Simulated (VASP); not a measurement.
Here is a VASP 6.6.1 calculation.

File INCAR:

```
SYSTEM = Ta8N9
ALGO = Normal ; EDIFF = 1E-7
ENCUT = 520 ; GGA = PE
ISIF = 2 ; ISMEAR = 0
LASPH = .TRUE. ; LCHARG = .FALSE.
LREAL = Auto ; LWAVE = .FALSE.
NBANDS = 80 ; NELM = 80
PREC = Accurate ; SIGMA = 0.1
```

File KPOINTS:

```
k-points
0
G
  5 5 5
  0 0 0
```

File POSCAR:

```
Ta8N9
1.0
    0.0000000000      4.4172695543     -4.4172695543
    4.4172695543      4.4172695543      0.0000000000
    4.4172695543      0.0000000000     -4.4172695543
Ta N
8 9
Direct
    0.2009113297      0.7777565887      0.2506762348
    0.2684897277      0.2213368435      0.2387867634
    0.7217296705      0.7684343141      0.2512684559
    0.7537034947      0.2229708846      0.2541159162
    0.2776808128      0.7003894514      0.7509054993
    0.2462964930      0.2640597287      0.7454469236
    0.7641390136      0.7464242242      0.7237966714
    0.7229614269      0.2535757635      0.7493236397
   -0.0111963962      0.0091609759      0.5219985948
    0.0090001299      0.4953800019      0.4392389860
    0.4717119873      0.0048040989      0.5276503893
    0.5093846939      0.4887798839      0.4599328782
    0.0141529737     -0.0652483387      0.9808383769
   -0.0046894354      0.5085984616      1.0368120948
    0.5050433243     -0.0284629449      0.9756901740
    0.4347849902      0.5136300767      1.0505026789
    0.8663711718      0.3664616750      0.8735882999
```

Potentials or basis: VASP PAW PBE potentials, release 64 (Ta_pv, N).

The run is started by

```bash
$ cat potpaw_PBE.64/Ta_pv/POTCAR potpaw_PBE.64/N/POTCAR > POTCAR
$ mpirun -np 1 vasp_std > vasp.out
```

(1) Predict the band gap on the k mesh.

(2) What does it give for the largest force?

## Answers

(1) zero (an odd number of electrons rules out a gap without spin polarisation).

(2) 0.074 eV/Å.

Caveat: spin-orbit coupling is left out, which moves the levels of the heavy elements.
